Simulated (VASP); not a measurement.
# Mo (Im-3m) in VASP: further runs

The runs below take Mo through single point, with PBEsol, PBE, RPBE, revPBE, BLYP.

Program: VASP 6.6.1. These are calculated values, not measurements. Logs are shortened: lines on timing, memory, paths and dates and some standing lists are left out, and cuts for length are marked.

### Step 1. The cell of the first run

The structure is cubic, space group Im-3m (No. 229). The conventional cell has a = 3.129 Å, b = 3.129 Å, c = 3.129 Å, α = 90.00°, β = 90.00°, γ = 90.00°. Within 3.6 Å of Mo (site symmetry m-3m) lie 14 Mo at 2.71 to 3.13 Å.

### Step 2. Single point, PBEsol

INCAR

```
SYSTEM = Mo
PREC = Accurate ; ENCUT = 520
EDIFF = 1E-6 ; ISMEAR = -1
SIGMA = 0.05 ; LREAL = .False.
LASPH = .True. ; NELM = 100
ALGO = Normal ; ISIF = 2
LWAVE = .False. ; LCHARG = .True.
GGA = PS ; LELF = .True.
LVHAR = .True. ; NBANDS = 13
```

KPOINTS

```
regular mesh
0
Gamma
  12 12 12
  0 0 0
```

POSCAR

```
Mo
1.0
   -1.5645401114      1.5645401114      1.5645401114
    1.5645401114     -1.5645401114      1.5645401114
    1.5645401114      1.5645401114     -1.5645401114
Mo
1
Direct
    0.0000000000      0.0000000000      0.0000000000
```

Potentials or basis: VASP PAW PBE potentials, release 64 (Mo_sv).

The run is started by

```console
> cat potpaw_PBE.64/Mo_sv/POTCAR > POTCAR
> mpirun -np 1 vasp_std > vasp.out
```

OUTCAR:

```text
SYSTEM = Mo
   PREC = Accurate
   ENCUT = 520
   EDIFF = 1E-6
   ISMEAR = -1
   LREAL = .False.
   LASPH = .True.
   NELM = 100
   ISIF = 2
   GGA = PS

 ion  position               nearest neighbor table
   1  0.000  0.000  0.000-

  LATTYP: Found a body centered cubic cell.
 ALAT       =     3.1290802228

  Lattice vectors:

 A1 = (  -1.5645401114,   1.5645401114,   1.5645401114)
 A2 = (   1.5645401114,  -1.5645401114,   1.5645401114)
 A3 = (   1.5645401114,   1.5645401114,  -1.5645401114)

Analysis of symmetry for initial positions (statically):
=====================================================================
 Subroutine PRICEL returns:
 Original cell was already a primitive cell.

 Routine SETGRP: Setting up the symmetry group for a
 body centered cubic supercell.

 Subroutine GETGRP returns: Found 48 space group operations
 (whereof 48 operations were pure point group operations)
 out of a pool of 48 trial point group operations.

The static configuration has the point symmetry O_h .

Analysis of symmetry for dynamics (positions and initial velocities):
=====================================================================
 Subroutine PRICEL returns:
 Original cell was already a primitive cell.

 Routine SETGRP: Setting up the symmetry group for a
 body centered cubic supercell.

 Subroutine GETGRP returns: Found 48 space group operations
 (whereof 48 operations were pure point group operations)
 out of a pool of 48 trial point group operations.

The dynamic configuration has the point symmetry O_h .

 Subroutine INISYM returns: Found 48 space group operations
 (whereof 48 operations are pure point group operations),
 and found     1 'primitive' translations

----------------------------------------------------------------------------------------

                                     Primitive cell

  volume of cell :      15.3186

  direct lattice vectors                    reciprocal lattice vectors
    -1.564540111  1.564540111  1.564540111     0.000000000  0.319582730  0.319582730
     1.564540111 -1.564540111  1.564540111     0.319582730  0.000000000  0.319582730
     1.564540111  1.564540111 -1.564540111     0.319582730  0.319582730  0.000000000

  length of vectors
     2.709862963  2.709862963  2.709862963     0.451958231  0.451958231  0.451958231

  position of ions in fractional coordinates (direct lattice)
     0.000000000  0.000000000  0.000000000

  ion indices of the primitive-cell ions
   primitive index   ion index
                 1           1

----------------------------------------------------------------------------------------

 KPOINTS: regular mesh

Automatic generation of k-mesh.
 Grid dimensions read from file:
 generate k-points for:   12   12   12

 Generating k-lattice:

  Cartesian coordinates                     Fractional coordinates (reciprocal lattice)
     0.000000000  0.026631894  0.026631894     0.083333333  0.000000000  0.000000000
     0.026631894  0.000000000  0.026631894     0.000000000  0.083333333  0.000000000
     0.026631894  0.026631894  0.000000000     0.000000000  0.000000000  0.083333333

  Length of vectors
     0.037663186  0.037663186  0.037663186

  Shift w.r.t. Gamma in fractional coordinates (k-lattice)
     0.000000000  0.000000000  0.000000000

 Subroutine IBZKPT returns following result:
 ===========================================

 Found     72 irreducible k-points:

 Following reciprocal coordinates:
            Coordinates               Weight
  0.000000  0.000000  0.000000      1.000000
  0.083333  0.000000  0.000000     12.000000
  0.166667  0.000000  0.000000     12.000000
  0.250000  0.000000  0.000000     12.000000
  0.333333  0.000000  0.000000     12.000000
  0.416667  0.000000  0.000000     12.000000
[... 16 lines left out ...]
  0.333333  0.083333  0.083333     24.000000
  0.416667  0.083333  0.083333     12.000000
 [... further k-points ...]
   k-points           NKPTS =     72   k-points in BZ     NKDIM =     72   number of bands    NBANDS=     13
   number of dos      NEDOS =    301   number of ions     NIONS =      1
   total plane-waves  NPLWV =   8000
   dimension x,y,z NGX =    20 NGY =   20 NGZ =   20
   dimension x,y,z NGXF=    40 NGYF=   40 NGZF=   40
   ions per type =               1
   NGX,Y,Z   is equivalent  to a cutoff of  12.27, 12.27, 12.27 a.u.
   NGXF,Y,Z  is equivalent  to a cutoff of  24.54, 24.54, 24.54 a.u.
 SYSTEM =  Mo
   PREC   = accura    normal or accurate (medium, high low for compatibility)
   ISTART =      0    job   : 0-new  1-cont  2-samecut
   ICHARG =      2    charge: 1-file 2-atom 10-const
   ISPIN  =      1    spin polarized calculation?
   LNONCOLLINEAR =      F non collinear calculations
   LSORBIT =      F    spin-orbit coupling
   LASPH  =      T    aspherical Exc in radial PAW
   ENCUT  =  520.0 eV  38.22 Ry    6.18 a.u.   5.04  5.04  5.04*2*pi/ulx,y,z
   NELM   =    100;   NELMIN=  2; NELMDL= -5     # of ELM steps
   EDIFF  = 0.1E-05   stopping-criterion for ELM
   LREAL  =      F    real-space projection
   EDIFFG = 0.1E-04   stopping-criterion for IOM
   NSW    =      0    number of steps for IOM
   IBRION =     -1    ionic relax: 0-MD 1-quasi-New 2-CG
   NFREE  =      0    steps in history (QN), initial steepest desc. (CG)
   ISIF   =      2    stress and relaxation
   ISYM   =      2    0-nonsym 1-usesym 2-fastsym
   POTIM  = 0.5000    time-step for ionic-motion
   TEBEG  =    0.0;   TEEND  =   0.0 temperature during run
   PSTRESS=    0.0 pullay stress
   NELECT =      14.0000    total number of electrons
   NUPDOWN=      -1.0000    fix difference up-down
   EMIN   =  10.00;   EMAX   =-10.00  energy-range for DOS
   EFERMI =   0.00;   METHOD = LEGACY
   ISMEAR =    -1;   SIGMA  =   0.05  broadening in eV -4-tet -1-fermi 0-gaus
   EFERMI_NEDOS =   21; number of points for ismear=-14 and -15
   IALGO  =     38    algorithm
   IMIX   =      4    mixing-type and parameters
     AMIX     =   0.40;   BMIX     =  1.00
     AMIX_MAG =   1.60;   BMIX_MAG =  1.00
  volume/ion in A,a.u.               =      15.32       103.38
  Fermi-wavevector in a.u.,A,eV,Ry     =   1.588708  3.002223 34.341021  2.523994
  Thomas-Fermi vector in A             =   2.687670
   LORBIT       =      0    0 simple, 1 ext, 2 COOP (PROOUT), +10 PAW based schemes
   GGA     = PS    functional components
   LHFCALC =     F    Hartree Fock is set to
   AEXX    =    0.0000 exact exchange contribution
   IVDW    =     0    specifies the selected vdW correction
   LEPSILON=     F    determine dielectric tensor
   LRPA    =     F    only Hartree local field effects (RPA)
 non-spin polarized calculation
  energy-cutoff  :      520.00
  volume of cell :       15.32
 maximum number of plane-waves:       422
   NGX =  9   NGY =  9   NGZ =  9

 number of electron      13.9999998 magnetization

 Free energy of the ion-electron system (eV)
  ---------------------------------------------------
  ext. energy  EPLUGINS =         0.00000000
  ---------------------------------------------------
  free energy    TOTEN  =       -11.79459554 eV

  energy without entropy =      -11.79233034  energy(sigma->0) =      -11.79346294

 E-fermi :  12.7323     XC(G=0): -13.6432

 val. band max:       12.6545521611   @ k =  -0.1667   0.2500   0.0833
 cond. band min:      12.7505577179   @ k =   0.5000   0.5000   0.0833
 fundamental gap:      0.0960055568
 Fermi energy:        12.7322619152

 k-point     1 :       0.0000    0.0000    0.0000
  band No.  band energies     occupation
      1     -48.4040      2.00000
      2     -21.6426      2.00000
      3     -21.6426      2.00000
      4     -21.6426      2.00000
      5       5.4416      2.00000
      6      11.3877      2.00000
      7      11.3877      2.00000
      8      11.3877      2.00000
      9      14.4766      0.00000
     10      14.4766      0.00000
     11      27.6305      0.00000
     12      27.6305      0.00000
     13      27.6305      0.00000

 k-point     2 :       0.0833    0.0000    0.0000
  band No.  band energies     occupation
      1     -48.3851      2.00000
      2     -21.7506      2.00000
      3     -21.6758      2.00000
      4     -21.6435      2.00000
      5       5.7535      2.00000
      6      11.2108      2.00000
      7      11.3537      2.00000
      8      11.6842      2.00000
      9      14.2278      0.00000
     10      14.4818      0.00000
     11      27.8606      0.00000
     12      28.1601      0.00000
     13      28.2486      0.00000

 k-point     3 :       0.1667    0.0000    0.0000
  band No.  band energies     occupation
      1     -48.3330      2.00000
      2     -22.0397      2.00000
      3     -21.7654      2.00000
      4     -21.6459      2.00000
      5       6.5723      2.00000
      6      10.7623      2.00000
      7      11.1976      2.00000
      8      12.5463      1.95268
      9      13.8854      0.00000
     10      14.5224      0.00000
     11      28.1987      0.00000
     12      29.3843      0.00000
     13      29.6542      0.00000
[... 305 lines left out ...]
 k-point    23 :       0.3333    0.0833    0.0833
  band No.  band energies     occupation
      1     -48.1263      2.00000
      2     -22.9828      2.00000
      3     -22.1452      2.00000
      4     -21.7541      2.00000
      5       8.0389      2.00000
      6       9.3726      2.00000
      7      12.4449      1.99364
      8      14.6188      0.00000
      9      15.1145      0.00000
     10      18.6278      0.00000
     11      25.0894      0.00000
     12      25.7704      0.00000
     13      29.5994      0.00000

 k-point    24 :       0.4167    0.0833    0.0833
  band No.  band energies     occupation
      1     -48.1087      2.00000
      2     -23.0481      2.00000
      3     -22.1927      2.00000
      4     -21.7573      2.00000
      5       7.9151      2.00000
      6       9.2832      2.00000
      7      13.1548      0.00043
      8      14.6926      0.00000
      9      15.2012      0.00000
     10      19.3564      0.00000
     11      24.1143      0.00000
     12      25.3541      0.00000
     13      29.0668      0.00000

 [... further k-points ...]
[... 5 lines left out ...]
  --------------------------------------------------------------------------------------
  -------------------------------------------------------------------------------------
  Total        0.0539756      0.0539756      0.0539756      0.0000000      0.0000000      0.0000000
  in kB        5.6453172      5.6453172      5.6453172      0.0000000      0.0000000      0.0000000
  external PRESSURE =       5.6453172 kB  Pullay stress =       0.0000000 kB

 VOLUME and BASIS-vectors are now :
 -----------------------------------------------------------------------------
  energy-cutoff  :      520.00
  volume of cell :       15.32
      direct lattice vectors                 reciprocal lattice vectors
    -1.564540111  1.564540111  1.564540111     0.000000000  0.319582730  0.319582730
     1.564540111 -1.564540111  1.564540111     0.319582730  0.000000000  0.319582730
     1.564540111  1.564540111 -1.564540111     0.319582730  0.319582730  0.000000000

 POSITION                                       TOTAL-FORCE (eV/Angst)
 -----------------------------------------------------------------------------------
      0.00000      0.00000      0.00000         0.000000      0.000000      0.000000
 -----------------------------------------------------------------------------------
    total drift:                                0.000000     -0.000000      0.000000

  FREE ENERGIE OF THE ION-ELECTRON SYSTEM (eV)
  ---------------------------------------------------
  free  energy   TOTEN  =       -11.7945955414 eV

  energy  without entropy=      -11.7923303360  energy(sigma->0) =      -11.79346294
```

Wall time 14 s (1 thread of AMD EPYC 7R43 (Zen 3), shared host); peak memory 0.09 GiB.

Results:

| Property | Result |
| --- | --- |
| Free energy | -11.7946 eV |
| Pressure | 0.6 GPa |
| Band gap on the k mesh | zero (band 7 reaches 16.92 eV, above the bottom of band 8 at 11.39 eV) |

Caveat: the PAW data sets were made with another functional, which shifts forces and pressure a little.

(Part 1 of 2 ends here.)
